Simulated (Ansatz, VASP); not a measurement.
## SiC in VASP and in Ansatz

```
CELL_PARAMETERS angstrom
0.00000 2.14514 2.14514
2.14514 0.00000 2.14514
2.14514 2.14514 0.00000
ATOMIC_POSITIONS crystal
Si 0.00000 0.00000 0.00000
C 0.25000 0.25000 0.25000
```

Alike in both runs: task single point; functional PBE; k mesh 10 × 10 × 10; occupations gaussian, width 0.02 eV; no spin polarisation.

|  | VASP | Ansatz |
| --- | --- | --- |
| version | VASP 6.6.1 | Ansatz 0.2.0 |
| potentials or method | VASP PAW PBE potentials, release 64 (Si, C), cutoff 600 eV | scalar-relativistic, all-electron LAPW |

Ansatz gave:

```
gap on the k mesh at the Fermi level (eV) : 1.31
least direct gap on the mesh (eV)         : 4.59
pressure (GPa)                            : 14.8
```

Question: What did VASP give for the same quantities?

Answer: gap on the k mesh at the Fermi level (eV): 1.31; least direct gap on the mesh (eV): 4.59; pressure (GPa): 14.6.

Ansatz ran all-electron here, and VASP with PAW potentials.
